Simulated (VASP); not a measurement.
A run of VASP 6.6.1:

POSCAR

```
Ni3Ge
1.0
    3.6019014835      0.0000000000      0.0000000000
    0.0000000000      3.6019014835      0.0000000000
    0.0000000000      0.0000000000      3.6019014835
Ni Ge
3 1
Direct
    0.5000000000      0.0000000000      0.5000000000
    0.0000000000      0.5000000000      0.5000000000
    0.5000000000      0.5000000000      0.0000000000
    0.0000000000      0.0000000000      0.0000000000
```

Contents of INCAR.step1:

```
SYSTEM = Ni3Ge
PREC = Accurate
ENCUT = 520
ISMEAR = 0
SIGMA = 0.1
LREAL = .False.
LASPH = .True.
NELM = 80
NBANDS = 30
GGA = PE
ALGO = Normal
EDIFF = 1E-4
LWAVE = .True.
LCHARG = .False.
```

File INCAR.step2:

```
SYSTEM = Ni3Ge
PREC = Accurate
ENCUT = 520
EDIFF = 1E-7
ISMEAR = 0
SIGMA = 0.1
LREAL = .False.
LASPH = .True.
NELM = 80
ALGO = Normal
ISIF = 2
LWAVE = .False.
LCHARG = .False.
METAGGA = R2SCAN
LMIXTAU = .True.
NBANDS = 30
ISTART = 1
```

KPOINTS

```
regular mesh
0
Gamma
  12 12 12
  0 0 0
```

Potentials or basis: VASP PAW PBE potentials, release 64 (Ni, Ge_d).

The run is started by

```console
$ cat potpaw_PBE.64/Ni/POTCAR potpaw_PBE.64/Ge_d/POTCAR > POTCAR
$ cp INCAR.step1 INCAR
$ mpirun -np 1 vasp_std > vasp.out
$ cp INCAR.step2 INCAR
$ mpirun -np 1 vasp_std > vasp.out
```

Hardware: 1 thread of Intel(R) Xeon(R) 6975P-C (Granite Rapids) (shared host).

Task: How long does it take, and how much memory?

Result: Wall time 3 min on 1 thread of Intel(R) Xeon(R) 6975P-C (Granite Rapids) (shared host), peak memory 0.24 GiB. Counts: k points 84.
